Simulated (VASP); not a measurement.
The system is PbO.

```
CELL_PARAMETERS angstrom
4.30442 0.00000 0.00000
-2.15221 3.72773 0.00000
0.00000 0.00000 5.33305
ATOMIC_POSITIONS crystal
Pb 0.33333 0.66667 0.25000
Pb 0.66667 0.33333 0.75000
O 0.66667 0.33333 0.25000
O 0.33333 0.66667 0.75000
```

- Program: VASP 6.6.1
- Task: relaxation of cell and atoms
- Functional: LDA
- Potentials or basis: VASP PAW LDA potentials, release 64 (Pb_d, O)
- Cutoff: 600 eV
- k mesh: 6 × 6 × 4
- Occupations: fermi-dirac, width 0.02 eV
- Spin: no spin polarisation

At the start: pressure -5.7 GPa; volume 21.39 Å³/atom.

Task: Where does the relaxation end?

Result: Over 10 steps the energy falls by 31.1 meV/atom and the volume is 19.78 Å³/atom (-7.6 %); space group P6_3/mmc (No. 194, to 0.05 Å).

Step by step:
```csv
step,energy change (eV),largest force (eV/Å),pressure (GPa),volume (Å³)
1,0.0000,0.0000,-5.74,85.57
2,-0.0982,0.0000,3.24,76.43
3,-0.1244,0.0000,0.00,79.11
4,-0.1243,0.0000,-0.13,79.23
5,-0.1245,0.0000,-0.14,79.23
6,-0.1245,0.0000,-0.13,79.23
7,-0.1245,0.0000,-0.13,79.22
8,-0.1245,0.0000,-0.13,79.22
9,-0.1245,0.0000,0.08,79.02
10,-0.1246,0.0000,0.00,79.11
```

Final structure:
```
Pb O
1.0
     4.19896    0.00000    0.00000
    -2.09948    3.63641    0.00000
     0.00000    0.00000    5.18092
Pb O
2 2
Direct
  0.33333 0.66667 0.25000
  0.66667 0.33333 0.75000
  0.66667 0.33333 0.25000
  0.33333 0.66667 0.75000
```
